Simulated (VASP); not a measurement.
# Os (Fm-3m) in VASP: a series of runs

The runs below take Os through single point, relaxation of cell and atoms, with LDA.

All numbers are computed with VASP 6.6.1; they aren't measurements. Logs are shortened: lines on timing, memory, paths and dates and some standing lists are left out, and cuts for length are marked.

### 1 The cell of the first run

Symmetry: Fm-3m, No. 225, cubic system. The conventional cell has a = 3.804 Å, b = 3.804 Å, c = 3.804 Å, α = 90.00°, β = 90.00°, γ = 90.00°. Os (site symmetry m-3m) has 12 Os at 2.69 Å within 3.5 Å.

This isn't the form of Os at room conditions, which is hcp.

### 2 Single point, LDA

Input file INCAR:

```
PREC = Accurate
ENCUT = 600
EDIFF = 1E-6
ISMEAR = -1
SIGMA = 0.05
LREAL = False
LASPH = True
NELM = 120
ALGO = Normal
ISIF = 2
LWAVE = False
LCHARG = True
LELF = True
LVHAR = True
NBANDS = 10
GGA_COMPAT = False
```

Input file KPOINTS:

```
regular mesh
0
Gamma
  10 10 10
```

Input file POSCAR:

```
Os
1.0
    0.0000000000      1.9021055261      1.9021055261
    1.9021055261      0.0000000000      1.9021055261
    1.9021055261      1.9021055261      0.0000000000
Os
1
Direct
    0.0000000000      0.0000000000      0.0000000000
```

Potentials or basis: VASP PAW LDA potentials, release 64 (Os).

Launch:

```sh
> cat potpaw_LDA.64/Os/POTCAR > POTCAR
> mpirun -np 1 vasp_std > vasp.out
```

OUTCAR:

```text
PREC = Accurate
   ENCUT = 600
   EDIFF = 1E-6
   ISMEAR = -1
   LREAL = False
   LASPH = True
   NELM = 120
   ISIF = 2

 ion  position               nearest neighbor table
   1  0.000  0.000  0.000-

  LATTYP: Found a face centered cubic cell.
 ALAT       =     3.8042110522

  Lattice vectors:

 A1 = (   0.0000000000,   1.9021055261,   1.9021055261)
 A2 = (   1.9021055261,   0.0000000000,   1.9021055261)
 A3 = (   1.9021055261,   1.9021055261,   0.0000000000)

Analysis of symmetry for initial positions (statically):
=====================================================================
 Subroutine PRICEL returns:
 Original cell was already a primitive cell.

 Routine SETGRP: Setting up the symmetry group for a
 face centered cubic supercell.

 Subroutine GETGRP returns: Found 48 space group operations
 (whereof 48 operations were pure point group operations)
 out of a pool of 48 trial point group operations.

The static configuration has the point symmetry O_h .

Analysis of symmetry for dynamics (positions and initial velocities):
=====================================================================
 Subroutine PRICEL returns:
 Original cell was already a primitive cell.

 Routine SETGRP: Setting up the symmetry group for a
 face centered cubic supercell.

 Subroutine GETGRP returns: Found 48 space group operations
 (whereof 48 operations were pure point group operations)
 out of a pool of 48 trial point group operations.

The dynamic configuration has the point symmetry O_h .

 Subroutine INISYM returns: Found 48 space group operations
 (whereof 48 operations are pure point group operations),
 and found     1 'primitive' translations

----------------------------------------------------------------------------------------

                                     Primitive cell

  volume of cell :      13.7637

  direct lattice vectors                    reciprocal lattice vectors
     0.000000000  1.902105526  1.902105526    -0.262866593  0.262866593  0.262866593
     1.902105526  0.000000000  1.902105526     0.262866593 -0.262866593  0.262866593
     1.902105526  1.902105526  0.000000000     0.262866593  0.262866593 -0.262866593

  length of vectors
     2.689983432  2.689983432  2.689983432     0.455298295  0.455298295  0.455298295

  position of ions in fractional coordinates (direct lattice)
     0.000000000  0.000000000  0.000000000

  ion indices of the primitive-cell ions
   primitive index   ion index
                 1           1

----------------------------------------------------------------------------------------

 KPOINTS: regular mesh

Automatic generation of k-mesh.
 Grid dimensions read from file:
 generate k-points for:   10   10   10

 Generating k-lattice:

  Cartesian coordinates                     Fractional coordinates (reciprocal lattice)
    -0.026286659  0.026286659  0.026286659     0.100000000  0.000000000  0.000000000
     0.026286659 -0.026286659  0.026286659     0.000000000  0.100000000  0.000000000
     0.026286659  0.026286659 -0.026286659     0.000000000  0.000000000  0.100000000

  Length of vectors
     0.045529830  0.045529830  0.045529830

  Shift w.r.t. Gamma in fractional coordinates (k-lattice)
     0.000000000  0.000000000  0.000000000

 Subroutine IBZKPT returns following result:
 ===========================================

 Found     47 irreducible k-points:

 Following reciprocal coordinates:
            Coordinates               Weight
  0.000000  0.000000  0.000000      1.000000
  0.100000  0.000000  0.000000      8.000000
  0.200000  0.000000  0.000000      8.000000
  0.300000  0.000000  0.000000      8.000000
  0.400000  0.000000  0.000000      8.000000
  0.500000  0.000000  0.000000      4.000000
[... 16 lines left out ...]
  0.300000  0.300000  0.000000      6.000000
  0.400000  0.300000  0.000000     24.000000
 [... further k-points ...]
   k-points           NKPTS =     47   k-points in BZ     NKDIM =     47   number of bands    NBANDS=     10
   number of dos      NEDOS =    301   number of ions     NIONS =      1
   total plane-waves  NPLWV =  13824
   dimension x,y,z NGX =    24 NGY =   24 NGZ =   24
   dimension x,y,z NGXF=    48 NGYF=   48 NGZF=   48
   ions per type =               1
   NGX,Y,Z   is equivalent  to a cutoff of  14.83, 14.83, 14.83 a.u.
   NGXF,Y,Z  is equivalent  to a cutoff of  29.66, 29.66, 29.66 a.u.
 SYSTEM =  unknown system
   PREC   = accura    normal or accurate (medium, high low for compatibility)
   ISTART =      0    job   : 0-new  1-cont  2-samecut
   ICHARG =      2    charge: 1-file 2-atom 10-const
   ISPIN  =      1    spin polarized calculation?
   LNONCOLLINEAR =      F non collinear calculations
   LSORBIT =      F    spin-orbit coupling
   LASPH  =      T    aspherical Exc in radial PAW
   ENCUT  =  600.0 eV  44.10 Ry    6.64 a.u.   5.37  5.37  5.37*2*pi/ulx,y,z
   NELM   =    120;   NELMIN=  2; NELMDL= -5     # of ELM steps
   EDIFF  = 0.1E-05   stopping-criterion for ELM
   LREAL  =      F    real-space projection
   EDIFFG = 0.1E-04   stopping-criterion for IOM
   NSW    =      0    number of steps for IOM
   IBRION =     -1    ionic relax: 0-MD 1-quasi-New 2-CG
   NFREE  =      0    steps in history (QN), initial steepest desc. (CG)
   ISIF   =      2    stress and relaxation
   ISYM   =      2    0-nonsym 1-usesym 2-fastsym
   POTIM  = 0.5000    time-step for ionic-motion
   TEBEG  =    0.0;   TEEND  =   0.0 temperature during run
   PSTRESS=    0.0 pullay stress
   NELECT =       8.0000    total number of electrons
   NUPDOWN=      -1.0000    fix difference up-down
   EMIN   =  10.00;   EMAX   =-10.00  energy-range for DOS
   EFERMI =   0.00;   METHOD = LEGACY
   ISMEAR =    -1;   SIGMA  =   0.05  broadening in eV -4-tet -1-fermi 0-gaus
   EFERMI_NEDOS =   21; number of points for ismear=-14 and -15
   IALGO  =     38    algorithm
   IMIX   =      4    mixing-type and parameters
     AMIX     =   0.40;   BMIX     =  1.00
     AMIX_MAG =   1.60;   BMIX_MAG =  1.00
  volume/ion in A,a.u.               =      13.76        92.88
  Fermi-wavevector in a.u.,A,eV,Ry     =   1.366240  2.581819 25.396782  1.866611
  Thomas-Fermi vector in A             =   2.492398
   LORBIT       =      0    0 simple, 1 ext, 2 COOP (PROOUT), +10 PAW based schemes
   GGA     = CA    functional components
   LHFCALC =     F    Hartree Fock is set to
   AEXX    =    0.0000 exact exchange contribution
   IVDW    =     0    specifies the selected vdW correction
   LEPSILON=     F    determine dielectric tensor
   LRPA    =     F    only Hartree local field effects (RPA)
 non-spin polarized calculation
  energy-cutoff  :      600.00
  volume of cell :       13.76
 maximum number of plane-waves:       474
 NGX is ok and might be reduce to    24
   NGX = 11   NGY = 11   NGZ = 11

 number of electron       8.0000000 magnetization

 Free energy of the ion-electron system (eV)
  ---------------------------------------------------
  ext. energy  EPLUGINS =         0.00000000
  ---------------------------------------------------
  free energy    TOTEN  =       -12.47856147 eV

  energy without entropy =      -12.46674644  energy(sigma->0) =      -12.47265396

 E-fermi :   9.5757     XC(G=0): -14.2694

 val. band max:        9.5673786656   @ k =   0.3000   0.1000   0.0000
 cond. band min:       9.5780383438   @ k =   0.0000   0.0000   0.0000
 fundamental gap:      0.0106596782
 Fermi energy:         9.5756725207

 k-point     1 :       0.0000    0.0000    0.0000
  band No.  band energies     occupation
      1      -1.3756      2.00000
      2       6.4280      2.00000
      3       6.4280      2.00000
      4       6.4280      2.00000
      5       9.5780      0.97635
      6       9.5780      0.97634
      7      23.8256      0.00000
      8      29.7122      0.00000
      9      29.7122      0.00000
     10      29.7122      0.00000

 k-point     2 :       0.1000    0.0000    0.0000
  band No.  band energies     occupation
      1      -0.9057      2.00000
      2       6.1597      2.00000
      3       6.6334      2.00000
      4       6.6334      2.00000
      5       9.4374      1.88151
      6       9.4374      1.88151
      7      24.6837      0.00000
      8      27.8299      0.00000
      9      30.5528      0.00000
     10      30.5528      0.00000

 k-point     3 :       0.2000    0.0000    0.0000
  band No.  band energies     occupation
      1       0.2976      2.00000
      2       5.7445      2.00000
      3       6.9431      2.00000
      4       6.9431      2.00000
      5       9.4326      1.89190
      6       9.4326      1.89189
      7      24.9556      0.00000
      8      26.8980      0.00000
      9      32.8548      0.00000
     10      32.8548      0.00000

 k-point     4 :       0.3000    0.0000    0.0000
  band No.  band energies     occupation
      1       1.4228      2.00000
      2       6.2102      2.00000
      3       6.7766      2.00000
      4       6.7766      2.00000
      5      10.2705      0.00000
      6      10.2705      0.00000
      7      22.6977      0.00000
      8      26.6732      0.00000
      9      34.5640      0.00000
     10      34.5642      0.00000
[... 222 lines left out ...]
 k-point    22 :      -0.2000    0.2000    0.0000
  band No.  band energies     occupation
      1       2.5178      2.00000
      2       5.0216      2.00000
      3       6.3028      2.00000
      4       8.0086      2.00000
      5       8.3782      2.00000
      6      12.3666      0.00000
      7      24.1778      0.00000
      8      28.1615      0.00000
      9      28.8451      0.00000
     10      30.8103      0.00000

 k-point    23 :       0.3000    0.3000    0.0000
  band No.  band energies     occupation
      1       2.2490      2.00000
      2       3.5742      2.00000
      3       7.5735      2.00000
      4       9.6515      0.35991
      5       9.6515      0.35991
      6      11.0839      0.00000
      7      27.2492      0.00000
      8      27.2492      0.00000
      9      28.4908      0.00000
     10      31.7378      0.00000

 k-point    24 :       0.4000    0.3000    0.0000
  band No.  band energies     occupation
      1       2.5052      2.00000
      2       3.3314      2.00000
      3       7.7001      2.00000
      4       9.9112      0.00243
      5      11.7136      0.00000
      6      11.9072      0.00000
      7      23.6360      0.00000
      8      25.8045      0.00000
      9      27.2927      0.00000
     10      31.9503      0.00000

 [... further k-points ...]
[... 5 lines left out ...]
  --------------------------------------------------------------------------------------
  -------------------------------------------------------------------------------------
  Total        0.1133312      0.1133312      0.1133312      0.0000000     -0.0000000      0.0000000
  in kB       13.1924727     13.1924727     13.1924727      0.0000000     -0.0000000      0.0000000
  external PRESSURE =      13.1924727 kB  Pullay stress =       0.0000000 kB

 VOLUME and BASIS-vectors are now :
 -----------------------------------------------------------------------------
  energy-cutoff  :      600.00
  volume of cell :       13.76
      direct lattice vectors                 reciprocal lattice vectors
     0.000000000  1.902105526  1.902105526    -0.262866593  0.262866593  0.262866593
     1.902105526  0.000000000  1.902105526     0.262866593 -0.262866593  0.262866593
     1.902105526  1.902105526  0.000000000     0.262866593  0.262866593 -0.262866593

 POSITION                                       TOTAL-FORCE (eV/Angst)
 -----------------------------------------------------------------------------------
      0.00000      0.00000      0.00000         0.000000      0.000000      0.000000
 -----------------------------------------------------------------------------------
    total drift:                                0.000000     -0.000000     -0.000000

  FREE ENERGIE OF THE ION-ELECTRON SYSTEM (eV)
  ---------------------------------------------------
  free  energy   TOTEN  =       -12.4785614739 eV

  energy  without entropy=      -12.4667464420  energy(sigma->0) =      -12.47265396
```

Run time: 6.2 s. Hardware: 1 thread of Intel Xeon Platinum 8488C (Sapphire Rapids), shared host; peak memory 0.13 GiB.

Results:

| Property | Result |
| --- | --- |
| Free energy | -12.4786 eV |
| Pressure | 1.3 GPa |
| Band gap on the k mesh | zero (bands 4 and 5 overlap by 4.11 eV) |

Caveat: spin-orbit coupling is left out, which moves the levels of the heavy elements.

### 3 Single point, LDA

This run uses another cell than the first one, of 13.61 Å³/atom.

Input file INCAR:

```
SYSTEM = Os
ALGO = Normal
EDIFF = 1E-6
ENCUT = 600
GGA = CA
GGA_COMPAT = .FALSE.
ISIF = 2
ISMEAR = -1
LASPH = .TRUE.
LCHARG = .FALSE.
LREAL = .FALSE.
LWAVE = .FALSE.
NBANDS = 10
NELM = 120
PREC = Accurate
SIGMA = 0.05
```

Input file KPOINTS:

```
k-points
0
G
  10 10 10
  0 0 0
```

Input file POSCAR:

```
Os
1.0
    0.0000000000      1.8950311887      1.8950311887
    1.8950311887      0.0000000000      1.8950311887
    1.8950311887      1.8950311887      0.0000000000
Os
1
Direct
    0.0000000000      0.0000000000      0.0000000000
```

Potentials or basis: VASP PAW LDA potentials, release 64 (Os).

Launch:

```sh
> cat potpaw_LDA.64/Os/POTCAR > POTCAR
> mpirun -np 1 vasp_std > vasp.out
```

Wall time 5.4 s (1 thread of Intel Xeon Platinum 8488C (Sapphire Rapids), shared host); peak memory 0.13 GiB.

Results (log left out):

```yaml
Free_energy: -12.4748 eV
Pressure: 6.5 GPa
Band_gap_on_the_k_mesh: zero (bands 4 and 5 overlap by 4.18 eV)
```

Levels at points of the mesh, in eV from the Fermi level:
| k point | band 1 | band 2 | band 3 | band 4 | band 5 | band 6 | band 7 | band 8 | band 9 |
| --- | --- | --- | --- | --- | --- | --- | --- | --- | --- |
| (0.00, 0.00, 0.00) | -11.05 | -3.20 | -3.20 | -3.20 | 0.00 | 0.00 | 14.24 | 20.19 | 20.19 |
| (0.50, 0.00, 0.00) | -7.99 | -3.36 | -3.36 | -0.16 | 2.53 | 2.53 | 9.35 | 13.79 | 20.63 |
| (0.50, 0.50, 0.00) | -7.92 | -7.21 | 2.49 | 2.50 | 3.24 | 3.24 | 12.47 | 12.47 | 12.75 |

Caveat: the cell stands under pressure; spin-orbit coupling is left out, which moves the levels of the heavy elements.

[end of part 1 of 2]
